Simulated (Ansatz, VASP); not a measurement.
Two plane-wave programs on MgTe

INCAR

```
PREC     = Accurate       # precision mode
ENCUT    = 600            # plane-wave cutoff, eV
EDIFF    = 1E-7           # SCF threshold, eV
ISMEAR   = 0              # smearing method
SIGMA    = 0.02           # smearing width, eV
LREAL    = False          # projectors in reciprocal space
LASPH    = True           # aspherical terms in the spheres
NELM     = 120            # most SCF steps
ALGO     = Normal         # electronic algorithm
ISIF     = 3              # what is computed and relaxed
LWAVE    = False          # write WAVECAR
LCHARG   = False          # write CHGCAR
GGA      = PS             # functional
IBRION   = 2              # ionic algorithm
NSW      = 80             # ionic steps
EDIFFG   = -0.01          # ionic threshold
GGA_COMPAT= False        
NELMIN   = 4
```

Contents of KPOINTS:

```
regular mesh
0
Gamma
  6 6 4
```

File POSCAR:

```
MgTe
1.0
    4.5620277146      0.0000000000      0.0000000000
   -2.2810138573      3.9508318936      0.0000000000
    0.0000000000      0.0000000000      7.4079165982
Mg Te
2 2
Direct
    0.6666666667      0.3333333333      0.4989921008
    0.3333333333      0.6666666667      0.9989921008
    0.3333333333      0.6666666667      0.3760068992
    0.6666666667      0.3333333333      0.8760068992
```

Input for Ansatz:

```yaml
crystal:
  lattice:
    - [4.5620277146, 0.0, 0.0]
    - [-2.2810138573, 3.9508318936, 0.0]
    - [0.0, 0.0, 7.4079165982]
  atoms:
    - { symbol: Mg, position: [0.6666666667, 0.3333333333, 0.4989921008] }
    - { symbol: Mg, position: [0.3333333333, 0.6666666667, 0.9989921008] }
    - { symbol: Te, position: [0.3333333333, 0.6666666667, 0.3760068992] }
    - { symbol: Te, position: [0.6666666667, 0.3333333333, 0.8760068992] }
basis:
  ecutwfc: 420
kpoints:
  mp_grid: { grid: [6, 6, 4] }
hamiltonian:
  xc: pbesol
scf:
  occupations: { method: gaussian, width: 0.02 }
output:
  forces: true
  stress: true
  eigenvalues: true
relax:
  adjacent_minimum: "off"
  f_tol: 0.01
  max_steps: 60
  cell: { stress_tol: 0.1 }
```

Alike in both runs: task relaxation of cell and atoms; functional PBEsol; k mesh 6 × 6 × 4; occupations gaussian, width 0.02 eV; no spin polarisation.

|  | VASP | Ansatz |
| --- | --- | --- |
| version | VASP 6.6.1 | Ansatz 0.2.0 |
| potentials or method | VASP PAW PBE potentials, release 64 (Mg, Te), cutoff 600 eV | scalar-relativistic, plane waves, PAW |
| valence electrons in the cell | 16 | 52 |

```tsv
	VASP	Ansatz	Ansatz less VASP
gap on the k mesh at the Fermi level, each at its own relaxed structure (eV)	2.39	2.38	-0.002
relaxed volume (Å³/atom)	33.38	33.38	0.000
relaxed cell length with the largest relative difference (Å)	4.562	4.562	0.0000
```

VASP's potentials were made for PBE, not for PBEsol. VASP's potentials hold 16 valence electrons a cell and Ansatz's 52, so a difference there can come from the potentials and not from the codes.

Neither program's run includes spin-orbit coupling. Noted on VASP's run: the relaxation stopped at its first step, so nothing moved.
